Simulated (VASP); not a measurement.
A run of VASP 6.6.1:

File INCAR:

```
SYSTEM = Sc
  PREC = Accurate
  ENCUT = 520
  EDIFF = 1E-8
  ISMEAR = -1
  SIGMA = 0.03
  LREAL = .False.
  LASPH = .True.
  NELM = 60
  ALGO = Normal
  ISIF = 2
  LWAVE = .False.
  LCHARG = .False.
  GGA = PS
  LEFG = .True.
  NBANDS = 12
```

Contents of KPOINTS:

```
Automatic mesh
0
Gamma
  12 12 12
  0 0 0
```

POSCAR

```
Sc
1.0
    0.0000000000      2.2705000000      2.2705000000
    2.2705000000      0.0000000000      2.2705000000
    2.2705000000      2.2705000000      0.0000000000
Sc
1
Direct
    0.0000000000      0.0000000000      0.0000000000
```

Potentials or basis: VASP PAW PBE potentials, release 64 (Sc_sv).

Command:

```sh
$ cat potpaw_PBE.64/Sc_sv/POTCAR > POTCAR
$ mpirun -np 1 vasp_std > vasp.out
```

Hardware: 1 thread of Intel(R) Xeon(R) Platinum 8375C CPU @ 2.90GHz (Ice Lake) (shared host).

Problem. How long does it take, and how much memory?

Solution. Wall time 8.3 s on 1 thread of Intel(R) Xeon(R) Platinum 8375C CPU @ 2.90GHz (Ice Lake), with other jobs on the host, peak memory 0.14 GiB. Counts: scf iterations 14, k points 72.
